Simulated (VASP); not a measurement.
# Zn (Im-3m) in VASP: a series of runs

The runs below take Zn through single point, with HSE06, PBE-based screened hybrid with 25 % exact exchange, PBEsol-based screened hybrid with 25 % exact exchange, r2SCAN0, r2SCAN+D3(BJ).

Everything below comes from runs of VASP 6.6.1. Logs are shortened: lines on timing, memory, paths and dates and some standing lists are left out, and cuts for length are marked.

### Step 1. The cell of the first run

Symmetry: Im-3m, No. 229, cubic system. Conventional cell: a = 3.138 Å, b = 3.138 Å, c = 3.138 Å, α = 90.00°, β = 90.00°, γ = 90.00°. Within 3.6 Å of Zn (site symmetry m-3m) lie 14 Zn at 2.72 to 3.14 Å.

This isn't the form of Zn at room conditions, which is hcp.

### Step 2. Single point, HSE06

Contents of POSCAR:

```
Zn
1.0
   -1.5690370000      1.5690370000      1.5690370000
    1.5690370000     -1.5690370000      1.5690370000
    1.5690370000      1.5690370000     -1.5690370000
Zn
1
Direct
    0.0000000000      0.0000000000      0.0000000000
```

Contents of INCAR.step1:

```
PREC     = Accurate       # precision mode
ENCUT    = 520            # plane-wave cutoff, eV
EDIFF    = 1E-5           # SCF threshold, eV
ISMEAR   = -1             # smearing method
SIGMA    = 0.05           # smearing width, eV
LREAL    = F              # projectors in reciprocal space
LASPH    = T              # aspherical terms in the spheres
NELM     = 60             # most SCF steps
ALGO     = Normal         # electronic algorithm
ISIF     = 2              # what is computed and relaxed
LWAVE    = T              # write WAVECAR
LCHARG   = F              # write CHGCAR
NBANDS   = 12             # bands
GGA      = PE             # functional
```

Contents of INCAR.step2:

```
PREC     = Accurate       # precision mode
ENCUT    = 520            # plane-wave cutoff, eV
EDIFF    = 1E-6           # SCF threshold, eV
ISMEAR   = -1             # smearing method
SIGMA    = 0.05           # smearing width, eV
LREAL    = F              # projectors in reciprocal space
LASPH    = T              # aspherical terms in the spheres
NELM     = 60             # most SCF steps
ALGO     = Normal         # electronic algorithm
ISIF     = 2              # what is computed and relaxed
LWAVE    = F              # write WAVECAR
LCHARG   = F              # write CHGCAR
GGA      = PE             # functional
LHFCALC  = T              # exact exchange
HFSCREEN = 0.2079         # screening, 1/A
PRECFOCK = Normal       
NBANDS   = 12             # bands
ISTART   = 1
```

Contents of KPOINTS:

```
Automatic mesh
0
Gamma
  6 6 6
```

Potentials or basis: VASP PAW PBE potentials, release 64 (Zn).

Started as:

```sh
$ cat potpaw_PBE.64/Zn/POTCAR > POTCAR
$ cp INCAR.step1 INCAR
$ mpirun -np 1 vasp_std > vasp.out
$ cp INCAR.step2 INCAR
$ mpirun -np 1 vasp_std > vasp.out
```

OUTCAR:

```text
PREC = Accurate
   ENCUT = 520
   EDIFF = 1E-6
   ISMEAR = -1
   LREAL = F
   LASPH = T
   NELM = 60
   ISIF = 2
   GGA = PE
   LHFCALC = T
   HFSCREEN = 0.2079
   PRECFOCK = Normal
   ISTART = 1

 ion  position               nearest neighbor table
   1  0.000  0.000  0.000-

  LATTYP: Found a body centered cubic cell.
 ALAT       =     3.1380740000

  Lattice vectors:

 A1 = (  -1.5690370000,   1.5690370000,   1.5690370000)
 A2 = (   1.5690370000,  -1.5690370000,   1.5690370000)
 A3 = (   1.5690370000,   1.5690370000,  -1.5690370000)

Analysis of symmetry for initial positions (statically):
=====================================================================
 Subroutine PRICEL returns:
 Original cell was already a primitive cell.

 Routine SETGRP: Setting up the symmetry group for a
 body centered cubic supercell.

 Subroutine GETGRP returns: Found 48 space group operations
 (whereof 48 operations were pure point group operations)
 out of a pool of 48 trial point group operations.

The static configuration has the point symmetry O_h .

Analysis of symmetry for dynamics (positions and initial velocities):
=====================================================================
 Subroutine PRICEL returns:
 Original cell was already a primitive cell.

 Routine SETGRP: Setting up the symmetry group for a
 body centered cubic supercell.

 Subroutine GETGRP returns: Found 48 space group operations
 (whereof 48 operations were pure point group operations)
 out of a pool of 48 trial point group operations.

The dynamic configuration has the point symmetry O_h .

 Subroutine INISYM returns: Found 48 space group operations
 (whereof 48 operations are pure point group operations),
 and found     1 'primitive' translations

----------------------------------------------------------------------------------------

                                     Primitive cell

  volume of cell :      15.4511

  direct lattice vectors                    reciprocal lattice vectors
    -1.569037000  1.569037000  1.569037000     0.000000000  0.318666800  0.318666800
     1.569037000 -1.569037000  1.569037000     0.318666800  0.000000000  0.318666800
     1.569037000  1.569037000 -1.569037000     0.318666800  0.318666800  0.000000000

  length of vectors
     2.717651803  2.717651803  2.717651803     0.450662911  0.450662911  0.450662911

  position of ions in fractional coordinates (direct lattice)
     0.000000000  0.000000000  0.000000000

  ion indices of the primitive-cell ions
   primitive index   ion index
                 1           1

----------------------------------------------------------------------------------------

 KPOINTS: Automatic mesh

Automatic generation of k-mesh.
 Grid dimensions read from file:
 generate k-points for:    6    6    6

 Generating k-lattice:

  Cartesian coordinates                     Fractional coordinates (reciprocal lattice)
     0.000000000  0.053111133  0.053111133     0.166666667  0.000000000  0.000000000
     0.053111133  0.000000000  0.053111133     0.000000000  0.166666667  0.000000000
     0.053111133  0.053111133  0.000000000     0.000000000  0.000000000  0.166666667

  Length of vectors
     0.075110485  0.075110485  0.075110485

  Shift w.r.t. Gamma in fractional coordinates (k-lattice)
     0.000000000  0.000000000  0.000000000

 Subroutine IBZKPT returns following result:
 ===========================================

 Found     16 irreducible k-points:

 Following reciprocal coordinates:
            Coordinates               Weight
  0.000000  0.000000  0.000000      1.000000
  0.166667  0.000000  0.000000     12.000000
  0.333333  0.000000  0.000000     12.000000
  0.500000  0.000000  0.000000      6.000000
  0.166667  0.166667  0.000000     24.000000
  0.333333  0.166667  0.000000     48.000000
[... 8 lines left out ...]
  0.500000  0.500000  0.333333     12.000000
  0.500000  0.500000  0.500000      1.000000
   k-points           NKPTS =     16   k-points in BZ     NKDIM =    216   number of bands    NBANDS=     12
   number of dos      NEDOS =    301   number of ions     NIONS =      1
   total plane-waves  NPLWV =   8000
   dimension x,y,z NGX =    20 NGY =   20 NGZ =   20
   dimension x,y,z NGXF=    40 NGYF=   40 NGZF=   40
   ions per type =               1
   NGX,Y,Z   is equivalent  to a cutoff of  12.23, 12.23, 12.23 a.u.
   NGXF,Y,Z  is equivalent  to a cutoff of  24.47, 24.47, 24.47 a.u.
 SYSTEM =  unknown system
   PREC   = accura    normal or accurate (medium, high low for compatibility)
   ISTART =      1    job   : 0-new  1-cont  2-samecut
   ICHARG =      0    charge: 1-file 2-atom 10-const
   ISPIN  =      1    spin polarized calculation?
   LNONCOLLINEAR =      F non collinear calculations
   LSORBIT =      F    spin-orbit coupling
   LASPH  =      T    aspherical Exc in radial PAW
   ENCUT  =  520.0 eV  38.22 Ry    6.18 a.u.   5.05  5.05  5.05*2*pi/ulx,y,z
   NELM   =     60;   NELMIN=  2; NELMDL=  0     # of ELM steps
   EDIFF  = 0.1E-05   stopping-criterion for ELM
   LREAL  =      F    real-space projection
   EDIFFG = 0.1E-04   stopping-criterion for IOM
   NSW    =      0    number of steps for IOM
   IBRION =     -1    ionic relax: 0-MD 1-quasi-New 2-CG
   NFREE  =      0    steps in history (QN), initial steepest desc. (CG)
   ISIF   =      2    stress and relaxation
   ISYM   =      3    0-nonsym 1-usesym 2-fastsym
   POTIM  = 0.5000    time-step for ionic-motion
   TEBEG  =    0.0;   TEEND  =   0.0 temperature during run
   PSTRESS=    0.0 pullay stress
   NELECT =      12.0000    total number of electrons
   NUPDOWN=      -1.0000    fix difference up-down
   EMIN   =  10.00;   EMAX   =-10.00  energy-range for DOS
   EFERMI =   0.00;   METHOD = LEGACY
   ISMEAR =    -1;   SIGMA  =   0.05  broadening in eV -4-tet -1-fermi 0-gaus
   EFERMI_NEDOS =   21; number of points for ismear=-14 and -15
   IALGO  =     38    algorithm
   IMIX   =      1    mixing-type and parameters
     AMIX     =   0.40;   BMIX     =  1.00
     AMIX_MAG =   1.60;   BMIX_MAG =  1.00
  volume/ion in A,a.u.               =      15.45       104.27
  Fermi-wavevector in a.u.,A,eV,Ry     =   1.504811  2.843681 30.809811  2.264457
  Thomas-Fermi vector in A             =   2.615742
   LORBIT       =      0    0 simple, 1 ext, 2 COOP (PROOUT), +10 PAW based schemes
   GGA     = PE    functional components
   LHFCALC =     T    Hartree Fock is set to
   PRECFOCK=normal    Normal, Fast or Accurate (Low or Medium for compatibility)
   ENCUT4O =  -1.0   cutoff for four orbital integrals eV
   NKREDX  =     1    reduce k-point grid by
   NKREDY  =     1    reduce k-point grid by
   NKREDZ  =     1    reduce k-point grid by
   AEXX    =    0.2500 exact exchange contribution
   HFSCREEN=    0.2079 screening length (either q_TF or 0.3 A-1)
   HFSCREENC=   0.2079 screening length for correlation (either q_TF or 0.3 A-1)
   ENCUTFOCK=  -1.0 apply spherical cutoff to Coloumb kernel
   IVDW    =     0    specifies the selected vdW correction
   LEPSILON=     F    determine dielectric tensor
   LRPA    =     F    only Hartree local field effects (RPA)
 non-spin polarized calculation
  energy-cutoff  :      520.00
  volume of cell :       15.45
 maximum number of plane-waves:       430
  NGX = 16; NGY = 16; NGZ = 16

 number of electron      12.0000023 magnetization

 Free energy of the ion-electron system (eV)
  ---------------------------------------------------
  ext. energy  EPLUGINS =         0.00000000
  ---------------------------------------------------
  free energy    TOTEN  =        -1.17334657 eV

  energy without entropy =       -1.17019311  energy(sigma->0) =       -1.17176984

 E-fermi :   3.4587     XC(G=0):  -9.3863

 val. band max:        2.6985912484   @ k =   0.3333   0.1667   0.1667
 cond. band min:       3.5138113433   @ k =   0.3333   0.1667   0.1667
 fundamental gap:      0.8152200949
 Fermi energy:         3.4586913915

 k-point     1 :       0.0000    0.0000    0.0000
  band No.  band energies     occupation
      1      -8.5847      2.00000
      2      -6.9325      2.00000
      3      -6.9325      2.00000
      4      -6.9325      2.00000
      5      -6.4432      2.00000
      6      -6.4432      2.00000
      7      23.5416      0.00000
      8      23.5416      0.00000
      9      23.5416      0.00000
     10      24.6847      0.00000
     11      24.6847      0.00000
     12      24.6847      0.00000

 k-point     2 :       0.1667    0.0000    0.0000
  band No.  band energies     occupation
      1      -7.6897      2.00000
      2      -7.0074      2.00000
      3      -6.8372      2.00000
      4      -6.7300      2.00000
      5      -6.4919      2.00000
      6      -6.4371      2.00000
      7      16.0630      0.00000
      8      19.8590      0.00000
      9      20.4865      0.00000
     10      21.8712      0.00000
     11      22.6136      0.00000
     12      25.2775      0.00000

 k-point     3 :       0.3333    0.0000    0.0000
  band No.  band energies     occupation
      1      -7.3649      2.00000
      2      -7.1561      2.00000
      3      -6.4913      2.00000
      4      -6.4196      2.00000
      5      -6.2988      2.00000
      6      -4.2457      2.00000
      7       8.0010      0.00000
      8      16.6183      0.00000
      9      17.6570      0.00000
     10      19.8568      0.00000
     11      21.2812      0.00000
     12      28.2207      0.00000

 k-point     4 :       0.5000    0.0000    0.0000
  band No.  band energies     occupation
      1      -7.4809      2.00000
      2      -7.2299      2.00000
      3      -6.4557      2.00000
      4      -6.4082      2.00000
      5      -6.0681      2.00000
      6       0.0399      2.00000
      7       2.0095      2.00000
      8      15.4327      0.00000
      9      16.6669      0.00000
     10      19.2036      0.00000
     11      20.8680      0.00000
     12      32.0102      0.00000

 k-point     5 :       0.1667    0.1667    0.0000
  band No.  band energies     occupation
      1      -7.1861      2.00000
      2      -7.0042      2.00000
      3      -6.7655      2.00000
      4      -6.5390      2.00000
      5      -6.4090      2.00000
      6      -5.1339      2.00000
      7      12.4036      0.00000
      8      12.5998      0.00000
      9      17.4299      0.00000
     10      22.9514      0.00000
     11      23.7934      0.00000
     12      27.3266      0.00000
[... 108 lines left out ...]
      1      -7.1134      2.00000
      2      -7.0498      2.00000
      3      -6.8620      2.00000
      4      -6.4353      2.00000
      5      -6.2106      2.00000
      6       0.9587      2.00000
      7       6.8622      0.00000
      8       6.8921      0.00000
      9      17.6882      0.00000
     10      18.1079      0.00000
     11      22.6081      0.00000
     12      24.6712      0.00000

 k-point    14 :      -0.3333    0.3333    0.3333
  band No.  band energies     occupation
      1      -7.1978      2.00000
      2      -7.1283      2.00000
      3      -6.4817      2.00000
      4      -6.4817      2.00000
      5      -6.3374      2.00000
      6      -0.1021      2.00000
      7      10.1660      0.00000
      8      10.1660      0.00000
      9      13.0808      0.00000
     10      13.4336      0.00000
     11      22.4649      0.00000
     12      31.7509      0.00000

 k-point    15 :       0.5000    0.5000    0.3333
  band No.  band energies     occupation
      1      -7.3351      2.00000
      2      -7.2778      2.00000
      3      -6.4477      2.00000
      4      -6.3413      2.00000
      5      -6.1251      2.00000
      6       4.6468      0.00000
      7       4.9749      0.00000
      8       9.0184      0.00000
      9      12.5824      0.00000
     10      16.5117      0.00000
     11      16.5214      0.00000
     12      31.0937      0.00000

 k-point    16 :       0.5000    0.5000    0.5000
  band No.  band energies     occupation
      1      -7.4789      2.00000
      2      -7.4789      2.00000
      3      -6.1442      2.00000
      4      -6.1442      2.00000
      5      -6.1442      2.00000
      6       7.8287      0.00000
      7       7.8287      0.00000
      8       7.8287      0.00000
      9      11.7270      0.00000
     10      12.0764      0.00000
     11      12.0764      0.00000
     12      37.2966      0.00000

------------------------ aborting loop because EDIFF is reached ----------------------------------------

  FORCE on cell =-STRESS in cart. coord.  units (eV):
  Direction    XX          YY          ZZ          XY          YZ          ZX
  --------------------------------------------------------------------------------------
  -------------------------------------------------------------------------------------
  Total        0.0232055      0.0232055      0.0232055      0.0000000     -0.0000000      0.0000000
  in kB        2.4062555      2.4062555      2.4062555      0.0000000     -0.0000000      0.0000000
  external PRESSURE =       2.4062555 kB  Pullay stress =       0.0000000 kB

 VOLUME and BASIS-vectors are now :
 -----------------------------------------------------------------------------
  energy-cutoff  :      520.00
  volume of cell :       15.45
      direct lattice vectors                 reciprocal lattice vectors
    -1.569037000  1.569037000  1.569037000     0.000000000  0.318666800  0.318666800
     1.569037000 -1.569037000  1.569037000     0.318666800  0.000000000  0.318666800
     1.569037000  1.569037000 -1.569037000     0.318666800  0.318666800  0.000000000

 POSITION                                       TOTAL-FORCE (eV/Angst)
 -----------------------------------------------------------------------------------
      0.00000      0.00000      0.00000         0.000000      0.000000      0.000000
 -----------------------------------------------------------------------------------
    total drift:                                0.000000     -0.000001     -0.000003

  FREE ENERGIE OF THE ION-ELECTRON SYSTEM (eV)
  ---------------------------------------------------
  free  energy   TOTEN  =        -1.1733465672 eV

  energy  without entropy=       -1.1701931129  energy(sigma->0) =       -1.17176984
```

Run time: 6.8 min. Hardware: 1 thread of AMD EPYC 7R43 (Zen 3), shared host; peak memory 0.19 GiB.

What came out:

```
Free energy            : -1.1733 eV
Pressure               : 0.2 GPa
Band gap on the k mesh : zero (bands 6 and 7 overlap by 5.82 eV)
```

Caveat: the k points lie up to 0.47 Å⁻¹ apart, too coarse for converged energies and pressures of a metal; the PAW data sets were made with another functional, which shifts forces and pressure a little.

### Step 3. Single point, PBE-based screened hybrid with 25 % exact exchange

POSCAR is that of step 2.

Contents of INCAR.step1:

```
SYSTEM = Zn
PREC = Accurate ; ENCUT = 520
EDIFF = 1E-5 ; ISMEAR = -1
SIGMA = 0.05 ; LREAL = .FALSE.
LASPH = .TRUE. ; NELM = 60
ALGO = Normal ; ISIF = 2
LWAVE = .TRUE. ; GGA = PE
NBANDS = 12
```

Contents of INCAR.step2:

```
SYSTEM = Zn
PREC = Accurate ; ENCUT = 520
EDIFF = 1E-6 ; ISMEAR = -1
SIGMA = 0.05 ; LREAL = .FALSE.
LASPH = .TRUE. ; NELM = 60
ALGO = Normal ; ISIF = 2
LWAVE = .FALSE. ; LCHARG = .TRUE.
GGA = PE ; LHFCALC = .TRUE.
AEXX = 0.25 ; HFSCREEN = 0.3
PRECFOCK = Normal ; LELF = .TRUE.
LVHAR = .TRUE. ; ISTART = 1
NBANDS = 12
```

Contents of KPOINTS:

```
regular mesh
0
G
  6 6 6
  0 0 0
```

Potentials or basis: VASP PAW PBE potentials, release 64 (Zn).

Started as:

```sh
$ cat potpaw_PBE.64/Zn/POTCAR > POTCAR
$ cp INCAR.step1 INCAR
$ mpirun -np 1 vasp_std > vasp.out
$ cp INCAR.step2 INCAR
$ mpirun -np 1 vasp_std > vasp.out
```

OUTCAR:

```text
SYSTEM = Zn
   PREC = Accurate
   ENCUT = 520
   EDIFF = 1E-6
   ISMEAR = -1
   LREAL = .FALSE.
   LASPH = .TRUE.
   NELM = 60
   ISIF = 2
   GGA = PE
   LHFCALC = .TRUE.
   AEXX = 0.25
   HFSCREEN = 0.3
   PRECFOCK = Normal
   ISTART = 1

 ion  position               nearest neighbor table
   1  0.000  0.000  0.000-

  LATTYP: Found a body centered cubic cell.
 ALAT       =     3.1380740000

[... 417 lines left out ...]
      8       7.7094      0.00000
      9      11.5708      0.00000
     10      11.9550      0.00000
     11      11.9550      0.00000
     12      37.1491      0.00000

------------------------ aborting loop because EDIFF is reached ----------------------------------------

  FORCE on cell =-STRESS in cart. coord.  units (eV):
  Direction    XX          YY          ZZ          XY          YZ          ZX
  --------------------------------------------------------------------------------------
  -------------------------------------------------------------------------------------
  Total        0.0461072      0.0461072      0.0461072      0.0000000     -0.0000000      0.0000000
  in kB        4.7810163      4.7810163      4.7810163      0.0000000     -0.0000000      0.0000000
  external PRESSURE =       4.7810163 kB  Pullay stress =       0.0000000 kB

 VOLUME and BASIS-vectors are now :
 -----------------------------------------------------------------------------
  energy-cutoff  :      520.00
  volume of cell :       15.45
      direct lattice vectors                 reciprocal lattice vectors
    -1.569037000  1.569037000  1.569037000     0.000000000  0.318666800  0.318666800
     1.569037000 -1.569037000  1.569037000     0.318666800  0.000000000  0.318666800
     1.569037000  1.569037000 -1.569037000     0.318666800  0.318666800  0.000000000

 POSITION                                       TOTAL-FORCE (eV/Angst)
 -----------------------------------------------------------------------------------
      0.00000      0.00000      0.00000         0.000000      0.000000     -0.000000
 -----------------------------------------------------------------------------------
    total drift:                                0.000000     -0.000000     -0.000000

  FREE ENERGIE OF THE ION-ELECTRON SYSTEM (eV)
  ---------------------------------------------------
  free  energy   TOTEN  =        -1.1673313068 eV

  energy  without entropy=       -1.1641871074  energy(sigma->0) =       -1.16575921
```

OUTCAR.step1:

```text
SYSTEM = Zn
   PREC = Accurate
   ENCUT = 520
   EDIFF = 1E-5
   ISMEAR = -1
   LREAL = .FALSE.
[... 446 lines left out ...]
 -----------------------------------------------------------------------------------
      0.00000      0.00000      0.00000        -0.000000     -0.000000     -0.000000
 -----------------------------------------------------------------------------------
    total drift:                                0.000000     -0.000000      0.000000

  FREE ENERGIE OF THE ION-ELECTRON SYSTEM (eV)
  ---------------------------------------------------
  free  energy   TOTEN  =        -1.0327384506 eV

  energy  without entropy=       -1.0295937268  energy(sigma->0) =       -1.03116609
```

Wall time 8 min (1 thread of AMD EPYC 7R43 (Zen 3), shared host); peak memory 0.19 GiB.

Results:

```
Free energy            : -1.1673 eV
Pressure               : 0.5 GPa
Band gap on the k mesh : zero (bands 6 and 7 overlap by 5.67 eV)
```

Caveat: the k points lie up to 0.47 Å⁻¹ apart, too coarse for converged energies and pressures of a metal; the PAW data sets were made with another functional, which shifts forces and pressure a little.

(Continued in part 2 of 2.)
